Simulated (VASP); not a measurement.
Set up this calculation in VASP 6.6.1, as the native input.

- Task: single point
- Functional: PBE
- Dispersion: D3(BJ)
- Potentials or basis: VASP PAW PBE potentials, release 64 (Te, Mo_sv)
- Cutoff: 520 eV
- k mesh: 9 × 9 × 1
- Occupations: gaussian, width 0.05 eV
- Spin: no spin polarisation
- Dipole correction: yes
- Further INCAR settings: ALGO = Normal; EDIFF = 1e-06; NBANDS = 35

The structure of Te2Mo lies in POSCAR:

```
Te2Mo
1.0
    3.5038817216      0.0000000000      0.0000000000
   -1.7519408608      3.0344505828      0.0000000000
    0.0000000000      0.0000000000     24.7677194079
Te Mo
4 2
Direct
    0.3333333333      0.6666666667      0.1816881048
    0.3333333333      0.6666666667      0.3284056788
    0.3333333333      1.0000000000      0.4911174704
    0.3333333333      1.0000000000      0.6378350444
    0.6666666667      0.3333333333      0.2550468918
    0.0000000000      1.3333333333      0.5644762574
```

This cell differs from its parent crystal: layers slid over each other.

The input as run:

INCAR

```
ALGO = Normal ; DIPOL = 0.5 0.5 0.410
EDIFF = 1E-6 ; ENCUT = 520
GGA = PE ; IDIPOL = 3
ISIF = 2 ; ISMEAR = 0
IVDW = 12 ; LASPH = True
LCHARG = True ; LDIPOL = True
LELF = True ; LREAL = False
LVACPOTAV = True ; LVHAR = True
LWAVE = False ; NBANDS = 35
NELM = 60 ; PREC = Accurate
SIGMA = 0.05
```

KPOINTS

```
k-points
0
Gamma
  9 9 1
```

Potentials or basis: VASP PAW PBE potentials, release 64 (Te, Mo_sv).

The run is started by

```sh
$ cat potpaw_PBE.64/Te/POTCAR potpaw_PBE.64/Mo_sv/POTCAR > POTCAR
$ mpirun -np 1 vasp_std > vasp.out
```

Results of the run:

The largest force is 0.101 eV/Å, the band gap on the k mesh is 1.16 eV (least direct gap 1.17 eV) and the dispersion energy per atom is -0.447 eV.

Caveat: the cell differs from its parent crystal (layers slid over each other); spin-orbit coupling is left out, which moves the levels of the heavy elements.

It took 5.4 min on 1 thread of Intel(R) Xeon(R) 6975P-C (Granite Rapids), with other jobs on the host, peak memory 0.57 GiB.
